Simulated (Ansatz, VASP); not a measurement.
## Two plane-wave programs on Al6H

```
Al H
1.0
     5.71430    0.00000    0.00000
    -2.85715    4.94873    0.00000
     0.00000    0.00000   22.60164
Al H
12 2
Direct
  0.33333 0.16667 0.17698
  0.33333 0.66667 0.17698
  0.83333 0.16667 0.17698
  0.83333 0.66667 0.17698
  0.16667 0.33333 0.27878
  0.16667 0.83333 0.27878
  0.66667 0.33333 0.27878
  0.66667 0.83333 0.27878
  0.00000 0.00000 0.38058
  0.00000 0.50000 0.38058
  0.50000 0.00000 0.38058
  0.50000 0.50000 0.38058
  0.21716 0.43433 0.45712
  0.28284 0.56567 0.45712
```

Alike in both runs: task single point; functional PBE; k mesh 6 × 6 × 1; occupations gaussian, width 0.1 eV; no spin polarisation.

|  | VASP | Ansatz |
| --- | --- | --- |
| version | VASP 6.6.1 | Ansatz 0.2.0 |
| potentials or method | VASP PAW PBE potentials, release 64 (Al, H), cutoff 520 eV | scalar-relativistic, plane waves, PAW |
| valence electrons in the cell | 38 | 38 |

Ansatz gave:

```
gap on the k mesh at the Fermi level (eV) : none
rms of the force components (eV/Å)        : 1.233
```

**Question.** What did VASP give for the same quantities?

**Answer.** gap on the k mesh at the Fermi level (eV): none; rms of the force components (eV/Å): 1.241.

Atom by atom the forces differ by 0.008 eV/Å (rms over components). A gap of «none» marks a metal or a gap that the smearing closes.
